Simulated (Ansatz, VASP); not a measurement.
# Two plane-wave programs on Lu4SiF

```
Lu Si F
1.0
     3.60732    0.00000    0.00000
    -1.80366    3.12403    0.00000
     0.00000    0.00000   12.15234
Lu Si F
4 1 1
Direct
  0.66667 0.33333 0.65843
  0.66667 0.33333 0.11696
  0.33333 0.66667 0.88304
  0.33333 0.66667 0.34157
  0.00000 0.00000 0.50000
  0.00000 0.00000 0.00000
```

Change from the starting cell: species swapped into the SrCaSi4 type (P-3m1, No. 164).

Alike in both runs: functional PBE; k mesh 6 × 6 × 2; occupations gaussian, width 0.1 eV; no spin polarisation.

Ansatz relaxed the structure, and its values are those at the end. VASP's run is a single point on that final structure, the one shown.

|  | VASP | Ansatz |
| --- | --- | --- |
| version | VASP 6.6.1 | Ansatz 0.2.0 |
| potentials or method | VASP PAW PBE potentials, release 64 (Lu, Si, F), cutoff 520 eV | scalar-relativistic, plane waves, PAW |
| valence electrons in the cell | 111 | 111 |

VASP gave:

```
gap on the k mesh at the Fermi level (eV) : none
pressure (GPa)                            : 0.3
rms of the force components (eV/Å)        : 0.011
```

**Question.** Which values does Ansatz return?

**Answer.** gap on the k mesh at the Fermi level (eV): none; pressure (GPa): 0.1; rms of the force components (eV/Å): 0.007.

A gap of «none» marks a metal or a gap that the smearing closes.

Neither program's run includes spin-orbit coupling.
